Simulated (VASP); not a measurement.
Runs of VASP 6.6.1 on Pt. The structure is that of space group Im-3m (No. 229), or close to it. The cells are those of the table. 

| task | spin | cell | k mesh | cutoff (eV) | gap on the mesh (eV) | pressure (GPa) |
| --- | --- | --- | --- | --- | --- | --- |
| single point | off | a = 2.614 Å, angles 109.5°, 1 atom | 16 × 16 × 16 | 520 | none | 31.7 |
| single point | off | a = 2.575 Å, angles 109.5°, 1 atom | 16 × 16 × 16 | 520 | none | 54.1 |
| relaxation of cell and atoms | off | relaxed from a = 2.697 Å, angles 109.5°, 1 atom | 14 × 14 × 14 | 600 | none | 0.0 |
| single point | off | a = 2.687 Å, angles 109.5°, 1 atom | 14 × 14 × 14 | 520 | none | 0.7 |
| single point | off | a = 2.757 Å, angles 109.5°, 1 atom | 16 × 16 × 16 | 520 | none | -17.9 |
| single point | off | a = 2.791 Å, angles 109.5°, 1 atom | 16 × 16 × 16 | 520 | none | (a) |
| single point | non-collinear, zero start, SOC | a = 2.687 Å, angles 109.5°, 1 atom | 14 × 14 × 14 | 520 | - | 1.4 |
| single point | off | a = 2.687 Å, angles 109.5°, 1 atom | 16 × 16 × 16 | 520 | none | (b) |

Alike in all rows: level LDA; potentials or basis VASP PAW LDA potentials, release 64 (Pt); smearing fermi-dirac 0.1 eV.

Task: Fill in the values left out.

Result: (a) -24.1; (b) 0.8.

Caveats: spin-orbit coupling is left out, which moves the levels of the heavy elements (some runs).

A k mesh can miss the band edges, and rows without SOC leave out spin-orbit coupling on Pt.

A gap of «none» marks levels without a gap at the run's occupations.
